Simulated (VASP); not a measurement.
# Ga27P27H (a cell with a defect) in VASP: single point with PBE

Aim: the single point of Ga27P27H (a cell with a defect) with PBE.

Everything below comes from runs of VASP 6.6.1. Logs are shortened: lines on timing, memory, paths and dates and some standing lists are left out, and cuts for length are marked.

## (1) The cell of the first run

The cell holds a defect, 55 atoms: a = 11.678 Å, b = 11.678 Å, c = 11.678 Å, α = 60.00°, β = 60.00°, γ = 60.00°.

## (2) Single point, PBE

Input file INCAR:

```
PREC = Accurate
ENCUT = 520
EDIFF = 1E-7
ISMEAR = 0
SIGMA = 0.01
LREAL = Auto
LASPH = T
NELM = 80
ALGO = Normal
ISIF = 2
LWAVE = F
LCHARG = F
GGA = PE
NELECT = 486.0
NBANDS = 276
```

Input file KPOINTS:

```
Automatic mesh
0
Gamma
  1 1 1
```

Input file POSCAR:

```
Ga27P27H
1.0
    0.0000000000      8.2576754622     -8.2576754622
    8.2576754622      8.2576754622      0.0000000000
    8.2576754622      0.0000000000     -8.2576754622
Ga P H
27 27 1
Direct
    0.6667053179      0.3333719845      0.3332173797
    0.6679383541      0.6660334434      0.3330141012
    0.6679383541      0.9996807679      0.3330141012
    0.3330141012      0.3346050208      0.3330141012
    0.3330141012      0.6660334434      0.3330141012
    0.3333333333      0.0000000000      0.3333333333
    0.9993667767      0.3346050208      0.3330141012
    0.9981133312      0.6647799979      0.3389933396
    0.9993667767     -0.0003192321      0.3330141012
    0.6668914711      0.3335581377     -0.0002248044
    0.6668914711      0.6664418623     -0.0002248044
    0.6679383541     -0.0003192321     -0.0006332233
    0.3330141012      0.3346050208     -0.0006332233
    0.3389933396      0.6647799979     -0.0018866688
    0.3330141012     -0.0003192321     -0.0006332233
    0.9997751956      0.3335581377     -0.0002248044
    0.9981133312      0.6647799979     -0.0018866688
    0.9981133312      0.0056600063     -0.0018866688
    0.6667053179      0.3333719845      0.6667053179
    0.6668914711      0.6664418623      0.6668914711
    0.6667053179     -0.0001159536      0.6667053179
    0.3332173797      0.3333719845      0.6667053179
    0.3330141012      0.6660334434      0.6679383541
    0.3330141012     -0.0003192321      0.6679383541
    0.9997751956      0.3335581377      0.6668914711
    0.9997751956      0.6664418623      0.6668914711
    0.9993667767     -0.0003192321      0.6679383541
    0.5833333333      0.2500000000      0.5833333333
    0.5830533404      0.5834030749      0.5830533404
    0.5830533404      0.9171569111      0.5830533404
    0.2504902444      0.2497200070      0.5830533404
    0.2504902444      0.5834030749      0.5830533404
    0.2499059966      0.9165726633      0.5836153436
    0.9167364082      0.2497200070      0.5830533404
    0.9131750355      0.5798417021      0.5938082269
    0.9167364082      0.9171569111      0.5830533404
    0.5830533404      0.2497200070      0.2504902444
    0.5830533404      0.5834030749      0.2504902444
    0.5836153436      0.9165726633      0.2499059966
    0.2499059966      0.2502820102      0.2499059966
    0.2485933564      0.5847399769      0.2485933564
    0.2499059966      0.9165726633      0.2499059966
    0.9167364082      0.2497200070      0.2504902444
    0.9180733103      0.5847399769      0.2485933564
    0.9180733103      0.9152600231      0.2485933564
    0.5830533404      0.2497200070      0.9167364082
    0.5938082269      0.5798417021      0.9131750355
    0.5830533404      0.9171569111      0.9167364082
    0.2504902444      0.2497200070      0.9167364082
    0.2485933564      0.5847399769      0.9180733103
    0.2485933564      0.9152600231      0.9180733103
    0.9131750355      0.2604748936      0.9131750355
    0.9131750355      0.5798417021      0.9131750355
    0.9180733103      0.9152600231      0.9180733103
    0.8333333333      0.5000000000      0.8333333333
```

Potentials or basis: VASP PAW PBE potentials, release 64 (Ga_d, P, H).

The run is started by

```
cat potpaw_PBE.64/Ga_d/POTCAR potpaw_PBE.64/P/POTCAR potpaw_PBE.64/H/POTCAR > POTCAR
mpirun -np 1 vasp_gam > vasp.out
```

OUTCAR:

```text
PREC = Accurate
   ENCUT = 520
   EDIFF = 1E-7
   ISMEAR = 0
   LREAL = Auto
   LASPH = T
   NELM = 80
   ISIF = 2
   GGA = PE
   NELECT = 486.0

 ion  position               nearest neighbor table
   1  0.667  0.333  0.333-  37 2.38  43 2.38  38 2.38  28 2.38
   2  0.668  0.666  0.333-  38 2.38  29 2.38  44 2.39  39 2.39
   3  0.668  1.000  0.333-  37 2.38  30 2.38  45 2.39  39 2.39
   4  0.333  0.335  0.333-  31 2.38  37 2.38  41 2.39  40 2.39
   5  0.333  0.666  0.333-  32 2.38  38 2.38  41 2.39  42 2.39
   6  0.333  0.000  0.333-  42 2.39  40 2.39  33 2.39  39 2.39
[... 46 lines left out ...]
  53  0.913  0.580  0.913-  16 2.35  11 2.35  26 2.35  17 2.43
  54  0.918  0.915  0.918-  12 2.39  27 2.39  18 2.39  17 2.39
  55  0.833  0.500  0.833-

  LATTYP: Found a face centered cubic cell.
 ALAT       =    16.5153509244

  Lattice vectors:

 A1 = (   0.0000000000,   8.2576754622,  -8.2576754622)
 A2 = (   8.2576754622,   8.2576754622,   0.0000000000)
 A3 = (   8.2576754622,   0.0000000000,  -8.2576754622)

Analysis of symmetry for initial positions (statically):
=====================================================================
 Subroutine PRICEL returns:
 Original cell was already a primitive cell.

 Routine SETGRP: Setting up the symmetry group for a
 face centered cubic supercell.

 Subroutine GETGRP returns: Found 24 space group operations
 (whereof  6 operations were pure point group operations)
 out of a pool of 48 trial point group operations.

The static configuration has the point symmetry C_3v.
 The point group associated with its full space group is T_d .

Analysis of symmetry for dynamics (positions and initial velocities):
=====================================================================
 Subroutine PRICEL returns:
 Original cell was already a primitive cell.

 Routine SETGRP: Setting up the symmetry group for a
 face centered cubic supercell.

 Subroutine GETGRP returns: Found 24 space group operations
 (whereof  6 operations were pure point group operations)
 out of a pool of 48 trial point group operations.

The dynamic configuration has the point symmetry C_3v.
 The point group associated with its full space group is T_d .

 Subroutine INISYM returns: Found 24 space group operations
 (whereof  6 operations are pure point group operations),
 and found     1 'primitive' translations

[... 182 lines left out ...]
   ISIF   =      2    stress and relaxation
   ISYM   =      2    0-nonsym 1-usesym 2-fastsym
   POTIM  = 0.5000    time-step for ionic-motion
   TEBEG  =    0.0;   TEEND  =   0.0 temperature during run
   PSTRESS=    0.0 pullay stress
   NELECT =     486.0000    total number of electrons
   NUPDOWN=      -1.0000    fix difference up-down
   EMIN   =  10.00;   EMAX   =-10.00  energy-range for DOS
   EFERMI =   0.00;   METHOD = LEGACY
   ISMEAR =     0;   SIGMA  =   0.01  broadening in eV -4-tet -1-fermi 0-gaus
   EFERMI_NEDOS =   21; number of points for ismear=-14 and -15
   IALGO  =     38    algorithm
   IMIX   =      4    mixing-type and parameters
     AMIX     =   0.40;   BMIX     =  1.00
     AMIX_MAG =   1.60;   BMIX_MAG =  1.00
  volume/ion in A,a.u.               =      20.48       138.18
  Fermi-wavevector in a.u.,A,eV,Ry     =   1.237141  2.337857 20.823951  1.530517
  Thomas-Fermi vector in A             =   2.371720
   LORBIT       =      0    0 simple, 1 ext, 2 COOP (PROOUT), +10 PAW based schemes
   GGA     = PE    functional components
   LHFCALC =     F    Hartree Fock is set to
   AEXX    =    0.0000 exact exchange contribution
   IVDW    =     0    specifies the selected vdW correction
   LEPSILON=     F    determine dielectric tensor
   LRPA    =     F    only Hartree local field effects (RPA)
 non-spin polarized calculation
 Gauss-broadening in eV      SIGMA  =   0.01
  energy-cutoff  :      520.00
  volume of cell :     1126.17
 maximum number of plane-waves:     15198
 NGX is ok and might be reduce to    90
   NGX = 43   NGY = 43   NGZ = 43

 number of electron     486.0000045 magnetization

 Free energy of the ion-electron system (eV)
  ---------------------------------------------------
  ext. energy  EPLUGINS =         0.00000000
  ---------------------------------------------------
  free energy    TOTEN  =      -239.09349558 eV

  energy without entropy =     -239.07806935  energy(sigma->0) =     -239.08578246

 E-fermi :   4.4573     XC(G=0):  -9.6449

 val. band max:        4.4542501759   @ k =   0.0000   0.0000   0.0000
 cond. band min:       6.0076458662   @ k =   0.0000   0.0000   0.0000
 fundamental gap:      1.5533956903
 Fermi energy:         4.4572954257

 k-point     1 :       0.0000    0.0000    0.0000
  band No.  band energies     occupation
      1     -10.3039      2.00000
      2     -10.2951      2.00000
      3     -10.2951      2.00000
      4     -10.2951      2.00000
      5     -10.2882      2.00000
      6     -10.2882      2.00000
[... 247 lines left out ...]
    254       6.2487      0.00000
    255       6.2487      0.00000
 [bands above 255 left out]

------------------------ aborting loop because EDIFF is reached ----------------------------------------

  FORCE on cell =-STRESS in cart. coord.  units (eV):
  Direction    XX          YY          ZZ          XY          YZ          ZX
  --------------------------------------------------------------------------------------
  -------------------------------------------------------------------------------------
  Total        0.5487407      0.5487407      0.5487407     -0.0000000     -0.0000000     -0.0000000
  in kB        0.7806823      0.7806823      0.7806823     -0.0000000     -0.0000000     -0.0000000
  external PRESSURE =       0.7806823 kB  Pullay stress =       0.0000000 kB

 VOLUME and BASIS-vectors are now :
 -----------------------------------------------------------------------------
  energy-cutoff  :      520.00
  volume of cell :     1126.17
      direct lattice vectors                 reciprocal lattice vectors
     0.000000000  8.257675462 -8.257675462    -0.060549728  0.060549728 -0.060549728
     8.257675462  8.257675462  0.000000000     0.060549728  0.060549728  0.060549728
     8.257675462  0.000000000 -8.257675462     0.060549728 -0.060549728 -0.060549728

 POSITION                                       TOTAL-FORCE (eV/Angst)
 -----------------------------------------------------------------------------------
      5.50448      8.25831     -8.25704        -0.001390      0.001390      0.001390
      8.24981     11.01551     -8.26554         0.000593     -0.000437      0.000593
     11.00496     13.77066     -8.26554         0.000437     -0.000593      0.000593
      5.51298      5.51298     -5.49984        -0.000593     -0.000593     -0.000437
      8.24981      8.24981     -5.49984         0.000593      0.000593     -0.000437
      2.75256      2.75256     -5.50512        -0.000000     -0.000000      0.000000
[... 47 lines left out ...]
     15.13907     15.13907    -15.16230        -0.000000     -0.000000      0.001499
     11.01023     11.01023    -13.76279        -0.000000     -0.000000      0.000000
 -----------------------------------------------------------------------------------
    total drift:                               -0.000051     -0.000052      0.000054

  FREE ENERGIE OF THE ION-ELECTRON SYSTEM (eV)
  ---------------------------------------------------
  free  energy   TOTEN  =      -239.0934955808 eV

  energy  without entropy=     -239.0780693489  energy(sigma->0) =     -239.08578246
```

It took 24 min on 1 thread of Oxide Virtual Turin-like, shared host; peak memory 1.3 GiB.

What came out:

- Free energy: -239.0935 eV
- Largest force: 0.005 eV/Å

Forces on the atoms (eV/Å):
```
Ga  -0.001  0.001  0.001
Ga   0.001  0.000  0.001
Ga   0.000 -0.001  0.001
Ga  -0.001 -0.001  0.000
Ga   0.001  0.001  0.000
Ga   0.000  0.000  0.000
Ga  -0.001  0.000 -0.001
Ga   0.001 -0.001 -0.001
Ga   0.000  0.001 -0.001
Ga   0.000  0.000  0.000
Ga   0.000  0.000  0.000
Ga   0.001 -0.001  0.000
Ga   0.000 -0.001 -0.001
Ga  -0.001  0.001 -0.001
Ga   0.001  0.000 -0.001
Ga   0.000  0.000  0.000
Ga  -0.001 -0.001  0.001
Ga   0.001  0.001  0.001
Ga   0.001  0.001 -0.001
Ga   0.000  0.000  0.000
Ga  -0.001 -0.001 -0.001
Ga   0.001 -0.001  0.001
Ga   0.000  0.001  0.001
Ga  -0.001  0.000  0.001
Ga   0.000  0.000  0.000
Ga   0.000  0.000  0.000
Ga  -0.001  0.001  0.000
P    0.000  0.000  0.000
P    0.000  0.000  0.000
P    0.000  0.000  0.000
P    0.000  0.000  0.000
P    0.000  0.000  0.000
P    0.003 -0.003 -0.003
P    0.000  0.000  0.000
P    0.003 -0.003 -0.003
P    0.000  0.000  0.000
P    0.000  0.000  0.000
P    0.000  0.000  0.000
P   -0.003  0.003 -0.003
P    0.003  0.003  0.003
P    0.000  0.000 -0.001
P   -0.003 -0.003  0.003
P    0.000  0.000  0.000
P    0.000 -0.001  0.000
P    0.001  0.000  0.000
P    0.000  0.000  0.000
P   -0.003  0.003 -0.003
P    0.000  0.000  0.000
P    0.000  0.000  0.000
P   -0.001  0.000  0.000
P    0.000  0.001  0.000
P    0.003  0.003  0.003
P   -0.003 -0.003  0.003
P    0.000  0.000  0.001
H    0.000  0.000  0.000
```

Levels at points of the mesh, in eV from the Fermi level:
```csv
k point,band 241,band 242,band 243,band 244,band 245,band 246,band 247,band 248
"(0.00, 0.00, 0.00)",-0.08,0.00,0.00,0.00,1.55,1.73,1.73,1.73
```

Caveat: the k points lie up to 0.66 Å⁻¹ apart; the cell carries a net charge on a neutralising background, which shifts energy and pressure; the cell is charged against a uniform background, so pressure and absolute levels hang on convention.
